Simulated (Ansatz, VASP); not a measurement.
## Two plane-wave programs on HfB

```
CELL_PARAMETERS angstrom
0.00000 2.29854 2.33310
2.29854 0.00000 2.33310
2.29854 2.29854 0.00000
ATOMIC_POSITIONS crystal
Hf 0.50000 0.50000 0.50000
B 0.00000 0.00000 0.00000
```

Change from the starting cell: z stretched by +1 % at fixed volume, PAW files.

Alike in both runs: task electric field gradients; functional PBE; k mesh 15 × 15 × 15; occupations fermi-dirac, width 0.05 eV; no spin polarisation.

|  | VASP | Ansatz |
| --- | --- | --- |
| version | VASP 6.6.1 | Ansatz 0.2.0 |
| potentials or method | VASP PAW PBE potentials, release 64 (Hf_pv, B) | PAW with Ansatz's default frozen-core files, scalar-relativistic |
| plane-wave cutoff (eV) | 520 | 420 |
| valence electrons in the cell | 13 | 29 |

Ansatz gave:

| Property | Result |
| --- | --- |
| size of Vzz on the site where it differs most (V/Å²) | 28.9 |

Estimate VASP's values.

size of Vzz on the site where it differs most (V/Å²): 23.8.

With one functional, cell and mesh, what is left measures potentials, basis and numerics. VASP's potentials hold 13 valence electrons a cell and Ansatz's 29, so a difference there can come from the potentials and not from the codes.

Neither program's run includes spin-orbit coupling.
